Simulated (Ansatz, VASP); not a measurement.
Two plane-wave programs on Si

File INCAR:

```
SYSTEM = Si
PREC = Accurate ; ENCUT = 500
EDIFF = 1E-6 ; ISMEAR = 0
SIGMA = 0.05 ; LREAL = .FALSE.
LASPH = .TRUE. ; NELM = 120
ALGO = Normal ; ISIF = 2
LWAVE = .FALSE. ; LCHARG = .TRUE.
GGA = PE ; LELF = .TRUE.
LVHAR = .TRUE. ; NBANDS = 16
GGA_COMPAT = .FALSE.
```

File KPOINTS:

```
regular mesh
0
G
  12 12 6
  0 0 0
```

Contents of POSCAR:

```
Si
1.0
    3.6972294139      0.0000000000      0.0000000000
   -1.8486147070      3.2018945961      0.0000000000
    0.0000000000      0.0000000000      6.8742245181
Si
4
Direct
    0.3333333333      0.6666666667      0.0629309399
    0.6666666667      0.3333333333      0.5629309399
    0.3333333333      0.6666666667      0.4370690601
    0.6666666667      0.3333333333      0.9370690601
```

Input for Ansatz:

```yaml
crystal:
  lattice:
    - [3.6972294139, 0.0, 0.0]
    - [-1.848614707, 3.2018945961, 0.0]
    - [0.0, 0.0, 6.8742245181]
  atoms:
    - { symbol: Si, position: [0.3333333333, 0.6666666667, 0.0629309399] }
    - { symbol: Si, position: [0.6666666667, 0.3333333333, 0.5629309399] }
    - { symbol: Si, position: [0.3333333333, 0.6666666667, 0.4370690601] }
    - { symbol: Si, position: [0.6666666667, 0.3333333333, 0.9370690601] }
basis:
  ecutwfc: 420
kpoints:
  mp_grid: { grid: [12, 12, 6] }
hamiltonian:
  xc: pbe
scf:
  occupations: { method: gaussian, width: 0.05 }
output:
  forces: true
  stress: true
  eigenvalues: true
```

Change from the starting cell: strain -0.040 along x and y, +0.080 along z, atoms carried along.

Alike in both runs: task single point; functional PBE; k mesh 12 × 12 × 6; occupations gaussian, width 0.05 eV; no spin polarisation.

```csv
,VASP,Ansatz
version,VASP 6.6.1,Ansatz 0.2.0
potentials or method,"VASP PAW PBE potentials, release 64 (Si), cutoff 500 eV","scalar-relativistic, plane waves, PAW"
valence electrons in the cell,16,16
```

```csv
,VASP,Ansatz,Ansatz less VASP
gap on the k mesh at the Fermi level (eV),0.30,0.30,+0.001
least direct gap on the mesh (eV),0.30,0.30,+0.001
pressure (GPa),1.9,2.0,+0.06
"traceless stress, the component that is largest in VASP (GPa)",-14.53,-14.49,+0.033
rms of the force components (eV/Å),0.461,0.466,+0.0045
```

Atom by atom the forces differ by 0.004 eV/Å (rms over components).
